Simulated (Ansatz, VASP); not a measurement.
**GaCo in VASP and in Ansatz**

File INCAR:

```
SYSTEM = GaCo
PREC = Accurate
ENCUT = 520
EDIFF = 1E-7
ISMEAR = 0
SIGMA = 0.15
LREAL = .FALSE.
LASPH = .TRUE.
NELM = 60
ALGO = Fast
ISIF = 2
LWAVE = .FALSE.
LCHARG = .FALSE.
GGA = PS
NBANDS = 18
```

Contents of KPOINTS:

```
regular mesh
0
G
  18 18 18
  0 0 0
```

Contents of POSCAR:

```
GaCo
1.0
    2.6416701490      0.0000000000      0.0000000000
    0.0000000000      2.6416701490      0.0000000000
    0.0000000000      0.0000000000      3.4341711937
Ga Co
1 1
Direct
    0.5000000000      0.5000000000      0.5000000000
    0.0000000000      0.0000000000      0.0000000000
```

Input for Ansatz:

```yaml
crystal:
  lattice:
    - [2.641670149, 0.0, 0.0]
    - [0.0, 2.641670149, 0.0]
    - [0.0, 0.0, 3.4341711937]
  atoms:
    - { symbol: Ga, position: [0.5, 0.5, 0.5] }
    - { symbol: Co, position: [0.0, 0.0, 0.0] }
basis:
  ecutwfc: 420
kpoints:
  mp_grid: { grid: [18, 18, 18] }
hamiltonian:
  xc: pbesol
scf:
  occupations: { method: gaussian, width: 0.15 }
output:
  forces: true
  stress: true
  eigenvalues: true
```

Alike in both runs: task single point; functional PBEsol; k mesh 18 × 18 × 18; occupations gaussian, width 0.15 eV; no spin polarisation.

|  | VASP | Ansatz |
| --- | --- | --- |
| version | VASP 6.6.1 | Ansatz 0.2.0 |
| potentials or method | VASP PAW PBE potentials, release 64 (Ga_d, Co), cutoff 520 eV | scalar-relativistic, plane waves, PAW |
| valence electrons in the cell | 22 | 30 |

VASP gave:

```
gap on the k mesh at the Fermi level (eV)                     : none
pressure (GPa)                                                : -5.8
traceless stress, the component that is largest in VASP (GPa) : -8.12
```

Q: Which values does Ansatz return?

A: gap on the k mesh at the Fermi level (eV): none; pressure (GPa): -6.1; traceless stress, the component that is largest in VASP (GPa): -8.01.

VASP's potentials were made for PBE, not for PBEsol. A gap of «none» marks a metal or a gap that the smearing closes. VASP's potentials hold 22 valence electrons a cell and Ansatz's 30, so a difference there can come from the potentials and not from the codes.
